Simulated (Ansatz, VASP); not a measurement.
**One calculation of GaN, two programs**

```
Ga N
1.0
     3.25030    0.00000    0.00000
    -1.62515    2.81484    0.00000
     0.00000    0.00000    5.29475
Ga N
2 2
Direct
  0.33333 0.66667 0.99913
  0.66667 0.33333 0.49913
  0.33333 0.66667 0.37587
  0.66667 0.33333 0.87587
```

Alike in both runs: task single point; functional PBE; k mesh 9 × 9 × 4; no spin polarisation.

|  | VASP | Ansatz |
| --- | --- | --- |
| version | VASP 6.6.1 | Ansatz 0.2.0 |
| potentials or method | VASP PAW PBE potentials, release 64 (Ga_d, N) | plane waves, PAW |
| plane-wave cutoff (eV) | 520 | 420 |
| occupations | gaussian, width 0.01 eV | fixed |
| valence electrons in the cell | 36 | 36 |

Ansatz gave:

```
gap on the k mesh at the Fermi level (eV)                     : 1.51
pressure (GPa)                                                : -4.8
traceless stress, the component that is largest in VASP (GPa) : 0.03
```

Q: Estimate VASP's values.

A: gap on the k mesh at the Fermi level (eV): 1.52; pressure (GPa): -4.6; traceless stress, the component that is largest in VASP (GPa): 0.05.
